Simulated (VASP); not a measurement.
Runs of VASP 6.6.1 on Ga4O3. The structure is that of space group Pm-3m (No. 221), or close to it. The cells are those of the table. 

| task | cell | k mesh | cutoff (eV) | gap on the mesh (eV) | pressure (GPa) | relaxed volume (Å³/atom) |
| --- | --- | --- | --- | --- | --- | --- |
| relaxation of cell and atoms | relaxed from a = 4.671 Å, 7 atoms | 4 × 4 × 4 | 600 | none | 0.4 | 13.99 |
| single point | a = 4.624 Å, 7 atoms | 8 × 8 × 8 | 520 | none | 0.3 | - |
| relaxation of cell and atoms | relaxed from a = 4.614 Å, 7 atoms | 8 × 8 × 8 | 600 | none | 0.0 | 14.15 |
| single point | a = 4.671 Å, 7 atoms | 4 × 4 × 4 | 520 | none | (b) | - |
| single point | a = 4.614 Å, 7 atoms | 4 × 4 × 4 | 600 | none | (a) | - |

Alike in all rows: level PBE; potentials or basis VASP PAW PBE potentials, release 64 (Ga_d, O); no spin polarisation; smearing gaussian 0.1 eV.

**Question.** Estimate the missing entries.

**Answer.** (a) 0.2; (b) -2.9.

A k mesh can miss the band edges, and the runs leave out spin-orbit coupling on Ga.

A gap of «none» marks levels without a gap at the run's occupations.
